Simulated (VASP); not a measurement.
ZnCd3SO:

```
Zn Cd S O
1.0
     4.90195    0.00000    0.00000
     0.00000    4.90195    0.00000
     0.00000    0.00000    4.96809
Zn Cd S O
1 3 1 1
Direct
  0.50000 0.50000 0.00000
  0.50000 0.00000 0.00000
  0.00000 0.50000 0.00000
  0.00000 0.00000 0.00000
  0.50000 0.50000 0.50000
  0.00000 0.00000 0.50000
```

The cell was generated, and may not be a known phase.

| Item | Value |
| --- | --- |
| Program | VASP 6.6.1 |
| Task | relaxation of cell and atoms |
| Functional | PBE |
| Potentials or basis | VASP PAW PBE potentials, release 64 (Zn, Cd, S, O) |
| Cutoff | 600 eV |
| k mesh | 4 × 4 × 4 |
| Occupations | gaussian, width 0.1 eV |
| Spin | collinear spin, ferromagnetic start |
| Starting moments | [0.0, 0.0, 0.0, 0.0, 0.0, 1.0] μB |

At the start: pressure 13.7 GPa; volume 19.90 Å³/atom.

Q: Where does the relaxation end?

A: Over 10 steps the energy falls by 686.8 meV/atom and the volume is 25.32 Å³/atom (+27.3 %); space group P4/mmm (No. 123, to 0.1 Å) before and after; moment 0.00 μB per cell.

Step by step:
```
step  energy change (eV)  largest force (eV/Å)  pressure (GPa)  volume (Å³)
   1              0.0000                0.0000           13.72       119.38
   2             -3.6831                0.0000           -2.33       148.62
   3             -3.8931                0.0000           -2.73       154.71
   4             -4.0133                0.0000           -2.62       166.64
   5             -4.0135                0.0000           -2.72       163.04
   6             -4.0689                0.0000            1.42       153.02
   7             -4.1109                0.0000           -0.40       156.77
   8             -4.1109                0.0000           -0.35       156.65
   9             -4.1166                0.0000           -0.23       155.26
  10             -4.1209                0.0000            0.08       151.92
```

Final structure:
```
Zn Cd S O
1.0
     5.97994    0.00000    0.00000
     0.00000    5.97994    0.00000
     0.00000    0.00000    4.24845
Zn Cd S O
1 3 1 1
Direct
  0.50000 0.50000 0.00000
  0.50000 0.00000 0.00000
  0.00000 0.50000 0.00000
  0.00000 0.00000 0.00000
  0.50000 0.50000 0.50000
  0.00000 0.00000 0.50000
```

Caveat: the volume moved by over 15 % at a fixed basis, so the end points are rough.
